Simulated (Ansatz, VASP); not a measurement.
# NaCl in VASP and in Ansatz

The input INCAR:

```
ALGO = Normal
EDIFF = 1E-6
ENCUT = 520
GGA = RE
ISIF = 2
ISMEAR = -1
LASPH = T
LCHARG = F
LREAL = F
LWAVE = F
NBANDS = 14
NELM = 100
PREC = Accurate
SIGMA = 0.05
```

KPOINTS

```
k-points
0
Gamma
  5 5 5
```

File POSCAR:

```
NaCl
1.0
    0.0000000000      2.7940632177      2.7940632177
    2.7940632177      0.0000000000      2.7940632177
    2.7940632177      2.7940632177      0.0000000000
Cl Na
1 1
Direct
    0.5000000000      0.5000000000      0.5000000000
    0.0000000000      0.0000000000      0.0000000000
```

Contents of input.yaml:

```yaml
crystal:
  lattice:
    - [0.0, 2.7940632177, 2.7940632177]
    - [2.7940632177, 0.0, 2.7940632177]
    - [2.7940632177, 2.7940632177, 0.0]
  atoms:
    - { symbol: Cl, position: [0.5, 0.5, 0.5] }
    - { symbol: Na, position: [0.0, 0.0, 0.0] }
hamiltonian:
  xc: revpbe
  pseudopotentials: { kind: paw }
kpoints:
  mp_grid: { grid: [5, 5, 5] }
scf:
  occupations: { method: fermi_dirac, width: 0.05 }
  n_extra_bands: 6
output:
  forces: true
  stress: true
  eigenvalues: true
  dos: { projected: true, de: 0.05, nscf_kmesh: { grid: [8, 8, 8] } }
```

Alike in both runs: functional revPBE; k mesh 5 × 5 × 5; occupations fermi-dirac, width 0.05 eV; no spin polarisation.

|  | VASP | Ansatz |
| --- | --- | --- |
| version | VASP 6.6.1 | Ansatz 0.2.0 |
| potentials or method | VASP PAW PBE potentials, release 64 (Cl, Na_pv) | Ansatz PAW |
| plane-wave cutoff (eV) | 520 | 420 |
| valence electrons in the cell | 14 | 16 |
| task | single point | projected density of states |

VASP gave:

* gap on the k mesh at the Fermi level (eV): 5.49
* least direct gap on the mesh (eV): 5.49
* pressure (GPa): 3.2

Estimate Ansatz's values.

gap on the k mesh at the Fermi level (eV): 5.49; least direct gap on the mesh (eV): 5.49; pressure (GPa): 3.3.

VASP's potentials were made for PBE, not for revPBE. VASP's potentials hold 14 valence electrons a cell and Ansatz's 16, so a difference there can come from the potentials and not from the codes.

Noted on Ansatz's run: odd divisions of the mesh miss points on the zone boundary, where band edges often lie, so the gap on the mesh can be too wide.
